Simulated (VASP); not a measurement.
# KCl (R-3m) in VASP: a series of runs

KCl is run at these levels: PBEsol; tasks: single point.

Program: VASP 6.6.1. These are calculated values, not measurements. Logs are shortened: lines on timing, memory, paths and dates and some standing lists are left out, and cuts for length are marked.

## (1) The cell of the first run

It takes space group R-3m (No. 166, trigonal). The conventional cell has a = 5.191 Å, b = 5.191 Å, c = 6.168 Å, α = 90.00°, β = 90.00°, γ = 120.00°. Within 4.1 Å of K (site symmetry -3m) lie 8 Cl at 3.08 to 3.17 Å and 6 K at 3.63 Å. Cl (site symmetry -3m) has 8 K at 3.08 to 3.17 Å and 6 Cl at 3.63 Å within 4.1 Å.

## (2) Single point, PBEsol (equal xy, yz and zx shear strains of -2 %)

The input, INCAR:

```
  PREC = Accurate
  ENCUT = 500
  EDIFF = 1E-6
  ISMEAR = -1
  SIGMA = 0.02
  LREAL = False
  LASPH = True
  NELM = 120
  ALGO = Normal
  ISIF = 2
  LWAVE = False
  LCHARG = False
  GGA = PS
  NBANDS = 15
  GGA_COMPAT = False
```

The input, KPOINTS:

```
Automatic mesh
0
Gamma
  7 7 7
```

The input, POSCAR:

```
KCl
1.0
    3.6340000000     -0.0363400000     -0.0363400000
   -0.0363400000      3.6340000000     -0.0363400000
   -0.0363400000     -0.0363400000      3.6340000000
K Cl
1 1
Direct
    0.0000000000      0.0000000000      0.0000000000
    0.5000000000      0.5000000000      0.5000000000
```

Potentials or basis: VASP PAW PBE potentials, release 64 (K_sv, Cl).

On the command line:

```
$ cat potpaw_PBE.64/K_sv/POTCAR potpaw_PBE.64/Cl/POTCAR > POTCAR
$ mpirun -np 1 vasp_std > vasp.out
```

OUTCAR:

```text
PREC = Accurate
   ENCUT = 500
   EDIFF = 1E-6
   ISMEAR = -1
   LREAL = False
   LASPH = True
   NELM = 120
   ISIF = 2
   GGA = PS

 ion  position               nearest neighbor table
   1  0.000  0.000  0.000-   2 3.08   2 3.08   2 3.17   2 3.17   2 3.17   2 3.17   2 3.17   2 3.17

   2  0.500  0.500  0.500-   1 3.08   1 3.08   1 3.17   1 3.17   1 3.17   1 3.17   1 3.17   1 3.17

  LATTYP: Found a trigonal (rhomboedric) cell.
 ALAT       =     3.6343633818
 COS(alpha) =    -0.0198960208

  Lattice vectors:

 A1 = (   3.6340000000,  -0.0363400000,  -0.0363400000)
 A2 = (  -0.0363400000,   3.6340000000,  -0.0363400000)
 A3 = (  -0.0363400000,  -0.0363400000,   3.6340000000)

Analysis of symmetry for initial positions (statically):
=====================================================================
 Subroutine PRICEL returns:
 Original cell was already a primitive cell.

 Routine SETGRP: Setting up the symmetry group for a
 trigonal (rhombohedral) supercell.

 Subroutine GETGRP returns: Found 12 space group operations
 (whereof 12 operations were pure point group operations)
 out of a pool of 12 trial point group operations.

The static configuration has the point symmetry D_3d.

Analysis of symmetry for dynamics (positions and initial velocities):
=====================================================================
 Subroutine PRICEL returns:
 Original cell was already a primitive cell.

 Routine SETGRP: Setting up the symmetry group for a
 trigonal (rhombohedral) supercell.

 Subroutine GETGRP returns: Found 12 space group operations
 (whereof 12 operations were pure point group operations)
 out of a pool of 12 trial point group operations.

The dynamic configuration has the point symmetry D_3d.

 Subroutine INISYM returns: Found 12 space group operations
 (whereof 12 operations are pure point group operations),
 and found     1 'primitive' translations

----------------------------------------------------------------------------------------

                                     Primitive cell

  volume of cell :      47.9760

  direct lattice vectors                    reciprocal lattice vectors
     3.634000000 -0.036340000 -0.036340000     0.275234469  0.002780146  0.002780146
    -0.036340000  3.634000000 -0.036340000     0.002780146  0.275234469  0.002780146
    -0.036340000 -0.036340000  3.634000000     0.002780146  0.002780146  0.275234469

  length of vectors
     3.634363382  3.634363382  3.634363382     0.275262550  0.275262550  0.275262550

  position of ions in fractional coordinates (direct lattice)
     0.000000000  0.000000000  0.000000000
     0.500000000  0.500000000  0.500000000

  ion indices of the primitive-cell ions
   primitive index   ion index
                 1           1
                 2           2

----------------------------------------------------------------------------------------

 KPOINTS: Automatic mesh

Automatic generation of k-mesh.
 Grid dimensions read from file:
 generate k-points for:    7    7    7

 Generating k-lattice:

  Cartesian coordinates                     Fractional coordinates (reciprocal lattice)
     0.039319210  0.000397164  0.000397164     0.142857143  0.000000000  0.000000000
     0.000397164  0.039319210  0.000397164     0.000000000  0.142857143  0.000000000
     0.000397164  0.000397164  0.039319210     0.000000000  0.000000000  0.142857143

  Length of vectors
     0.039323221  0.039323221  0.039323221

  Shift w.r.t. Gamma in fractional coordinates (k-lattice)
     0.000000000  0.000000000  0.000000000

 Subroutine IBZKPT returns following result:
 ===========================================

 Found     44 irreducible k-points:

 Following reciprocal coordinates:
            Coordinates               Weight
  0.000000  0.000000  0.000000      1.000000
  0.142857 -0.000000 -0.000000      6.000000
  0.285714 -0.000000 -0.000000      6.000000
  0.428571 -0.000000 -0.000000      6.000000
  0.142857  0.142857 -0.000000      6.000000
  0.285714  0.142857 -0.000000     12.000000
[... 16 lines left out ...]
  0.285714  0.285714  0.142857      6.000000
  0.428571  0.285714  0.142857     12.000000
 [... further k-points ...]
   k-points           NKPTS =     44   k-points in BZ     NKDIM =     44   number of bands    NBANDS=     15
   number of dos      NEDOS =    301   number of ions     NIONS =      2
   total plane-waves  NPLWV =  21952
   dimension x,y,z NGX =    28 NGY =   28 NGZ =   28
   dimension x,y,z NGXF=    56 NGYF=   56 NGZF=   56
   ions per type =               1   1
   NGX,Y,Z   is equivalent  to a cutoff of  12.81, 12.81, 12.81 a.u.
   NGXF,Y,Z  is equivalent  to a cutoff of  25.62, 25.62, 25.62 a.u.
 SYSTEM =  unknown system
   PREC   = accura    normal or accurate (medium, high low for compatibility)
   ISTART =      0    job   : 0-new  1-cont  2-samecut
   ICHARG =      2    charge: 1-file 2-atom 10-const
   ISPIN  =      1    spin polarized calculation?
   LNONCOLLINEAR =      F non collinear calculations
   LSORBIT =      F    spin-orbit coupling
   LASPH  =      T    aspherical Exc in radial PAW
   ENCUT  =  500.0 eV  36.75 Ry    6.06 a.u.   6.63  6.63  6.63*2*pi/ulx,y,z
   NELM   =    120;   NELMIN=  2; NELMDL= -5     # of ELM steps
   EDIFF  = 0.1E-05   stopping-criterion for ELM
   LREAL  =      F    real-space projection
[... 7 lines left out ...]
   TEBEG  =    0.0;   TEEND  =   0.0 temperature during run
   PSTRESS=    0.0 pullay stress
   NELECT =      16.0000    total number of electrons
   NUPDOWN=      -1.0000    fix difference up-down
   EMIN   =  10.00;   EMAX   =-10.00  energy-range for DOS
   EFERMI =   0.00;   METHOD = LEGACY
   ISMEAR =    -1;   SIGMA  =   0.02  broadening in eV -4-tet -1-fermi 0-gaus
   EFERMI_NEDOS =   21; number of points for ismear=-14 and -15
   IALGO  =     38    algorithm
   IMIX   =      4    mixing-type and parameters
     AMIX     =   0.40;   BMIX     =  1.00
     AMIX_MAG =   1.60;   BMIX_MAG =  1.00
  volume/ion in A,a.u.               =      23.99       161.88
  Fermi-wavevector in a.u.,A,eV,Ry     =   1.135290  2.145388 17.536335  1.288884
  Thomas-Fermi vector in A             =   2.271995
   LORBIT       =      0    0 simple, 1 ext, 2 COOP (PROOUT), +10 PAW based schemes
   GGA     = PS    functional components
   LHFCALC =     F    Hartree Fock is set to
   AEXX    =    0.0000 exact exchange contribution
   IVDW    =     0    specifies the selected vdW correction
   LEPSILON=     F    determine dielectric tensor
   LRPA    =     F    only Hartree local field effects (RPA)
 non-spin polarized calculation
  energy-cutoff  :      500.00
  volume of cell :       47.98
 maximum number of plane-waves:      1236
   NGX = 13   NGY = 13   NGZ = 13

 number of electron      16.0000001 magnetization

 Free energy of the ion-electron system (eV)
  ---------------------------------------------------
  ext. energy  EPLUGINS =         0.00000000
  ---------------------------------------------------
  free energy    TOTEN  =        -6.88142885 eV

  energy without entropy =       -6.88142885  energy(sigma->0) =       -6.88142885

 E-fermi :   0.5171     XC(G=0):  -9.0307

 val. band max:       -0.0371881529   @ k =  -0.4286   0.4286   0.0000
 cond. band min:       5.3577972445   @ k =   0.0000   0.0000   0.0000
 fundamental gap:      5.3949853974
 Fermi energy:         0.5171437369

 k-point     1 :       0.0000    0.0000    0.0000
  band No.  band energies     occupation
      1     -27.6541      2.00000
      2     -12.9103      2.00000
      3     -11.0745      2.00000
      4     -11.0608      2.00000
      5     -11.0608      2.00000
      6      -0.2568      2.00000
      7      -0.2359      2.00000
      8      -0.2359      2.00000
      9       5.3578      0.00000
     10       6.2144      0.00000
     11       6.2144      0.00000
     12      10.8928      0.00000
     13      11.0853      0.00000
     14      11.0853      0.00000
     15      14.2395      0.00000

 k-point     2 :       0.1429   -0.0000   -0.0000
  band No.  band energies     occupation
      1     -27.6465      2.00000
      2     -12.9523      2.00000
      3     -11.0582      2.00000
      4     -11.0504      2.00000
      5     -11.0367      2.00000
      6      -0.7381      2.00000
      7      -0.2680      2.00000
      8      -0.2426      2.00000
      9       5.8851      0.00000
     10       6.4074      0.00000
     11       6.7754      0.00000
     12      10.8931      0.00000
     13      10.9777      0.00000
     14      11.1616      0.00000
     15      13.3280      0.00000

 k-point     3 :       0.2857   -0.0000   -0.0000
  band No.  band energies     occupation
      1     -27.6295      2.00000
      2     -13.0514      2.00000
      3     -11.0361      2.00000
      4     -11.0268      2.00000
      5     -10.9538      2.00000
      6      -1.6274      2.00000
      7      -0.3109      2.00000
      8      -0.2590      2.00000
      9       6.9593      0.00000
     10       6.9928      0.00000
     11       8.0565      0.00000
     12      10.8404      0.00000
     13      10.9158      0.00000
     14      11.4538      0.00000
     15      11.6668      0.00000
[... 343 lines left out ...]
 k-point    23 :       0.2857    0.2857    0.1429
  band No.  band energies     occupation
      1     -27.5995      2.00000
      2     -12.8597      2.00000
      3     -11.2902      2.00000
      4     -11.1086      2.00000
      5     -10.9528      2.00000
      6      -1.3922      2.00000
      7      -1.1515      2.00000
      8      -0.5469      2.00000
      9       7.5985      0.00000
     10       8.1590      0.00000
     11       8.9849      0.00000
     12       9.8025      0.00000
     13       9.8222      0.00000
     14      10.3437      0.00000
     15      13.5005      0.00000

 k-point    24 :       0.4286    0.2857    0.1429
  band No.  band energies     occupation
      1     -27.5870      2.00000
      2     -12.7608      2.00000
      3     -11.3034      2.00000
      4     -11.1510      2.00000
      5     -11.0559      2.00000
      6      -1.7133      2.00000
      7      -1.1339      2.00000
      8      -0.4716      2.00000
      9       7.2924      0.00000
     10       8.2744      0.00000
     11       8.9406      0.00000
     12       9.5702      0.00000
     13      10.4437      0.00000
     14      10.8503      0.00000
     15      13.2145      0.00000

 [... further k-points ...]
[... 5 lines left out ...]
  --------------------------------------------------------------------------------------
  -------------------------------------------------------------------------------------
  Total        0.7249440      0.7249440      0.7249440      0.0961108      0.0961108      0.0961108
  in kB       24.2098130     24.2098130     24.2098130      3.2096603      3.2096603      3.2096603
  external PRESSURE =      24.2098130 kB  Pullay stress =       0.0000000 kB

 VOLUME and BASIS-vectors are now :
 -----------------------------------------------------------------------------
  energy-cutoff  :      500.00
  volume of cell :       47.98
      direct lattice vectors                 reciprocal lattice vectors
     3.634000000 -0.036340000 -0.036340000     0.275234469  0.002780146  0.002780146
    -0.036340000  3.634000000 -0.036340000     0.002780146  0.275234469  0.002780146
    -0.036340000 -0.036340000  3.634000000     0.002780146  0.002780146  0.275234469

 POSITION                                       TOTAL-FORCE (eV/Angst)
 -----------------------------------------------------------------------------------
      0.00000      0.00000      0.00000         0.000000      0.000000      0.000000
      1.78066      1.78066      1.78066        -0.000000     -0.000000     -0.000000
 -----------------------------------------------------------------------------------
    total drift:                               -0.000000      0.000000      0.000000

  FREE ENERGIE OF THE ION-ELECTRON SYSTEM (eV)
  ---------------------------------------------------
  free  energy   TOTEN  =        -6.8814288484 eV

  energy  without entropy=       -6.8814288484  energy(sigma->0) =       -6.88142885
```

Wall time 20 s (1 thread of AMD EPYC 7R13 (Zen 3), shared host); peak memory 0.14 GiB.

What came out:

```yaml
Free_energy: -6.8814 eV
Pressure: 2.4 GPa
Band_gap_on_the_k_mesh: 5.39 eV (least direct gap 5.59 eV)
```

Levels at points of the mesh, in eV from the valence-band top:
```tsv
k point	band 4	band 5	band 6	band 7	band 8	band 9	band 10	band 11	band 12	band 13
(0.00, 0.00, 0.00)	-11.02	-11.02	-0.22	-0.20	-0.20	5.40	6.25	6.25	10.93	11.12
```

Caveat: the cell differs from its parent crystal (equal xy, yz and zx shear strains of -2 %); the PAW data sets were made with another functional, which shifts forces and pressure a little. A k mesh can miss the band edges.

## (3) Single point, PBEsol (equal xy, yz and zx shear strains of +1 %)

The input, INCAR:

```
PREC = Accurate ; ENCUT = 500
EDIFF = 1E-6 ; ISMEAR = -1
SIGMA = 0.02 ; LREAL = F
LASPH = T ; NELM = 120
ALGO = Normal ; ISIF = 2
LWAVE = F ; LCHARG = T
GGA = PS ; LELF = T
LVHAR = T ; NBANDS = 15
GGA_COMPAT = F
```

KPOINTS is that of step 2.

The input, POSCAR:

```
KCl
1.0
    3.6340000000      0.0181700000      0.0181700000
    0.0181700000      3.6340000000      0.0181700000
    0.0181700000      0.0181700000      3.6340000000
K Cl
1 1
Direct
    0.0000000000      0.0000000000      0.0000000000
    0.5000000000      0.5000000000      0.5000000000
```

Potentials or basis: VASP PAW PBE potentials, release 64 (K_sv, Cl).

On the command line:

```
$ cat potpaw_PBE.64/K_sv/POTCAR potpaw_PBE.64/Cl/POTCAR > POTCAR
$ mpirun -np 1 vasp_std > vasp.out
```

It took 22 s on 1 thread of AMD EPYC 7R13 (Zen 3), shared host; peak memory 0.14 GiB.

The run converged. Its results:

* Free energy: -6.8838 eV
* Pressure: 2.4 GPa
* Band gap on the k mesh: 5.40 eV (least direct gap 5.59 eV)

Stress tensor (GPa, compression positive):
```
 2.38 -0.13 -0.13
-0.13  2.38 -0.13
-0.13 -0.13  2.38
```

Levels at points of the mesh, in eV from the valence-band top:
```tsv
k point	band 4	band 5	band 6	band 7	band 8	band 9	band 10	band 11	band 12	band 13
(0.00, 0.00, 0.00)	-11.03	-11.03	-0.21	-0.21	-0.20	5.40	6.25	6.25	11.03	11.03
```

Caveat: the cell differs from its parent crystal (equal xy, yz and zx shear strains of +1 %); the PAW data sets were made with another functional, which shifts forces and pressure a little. A k mesh can miss the band edges.
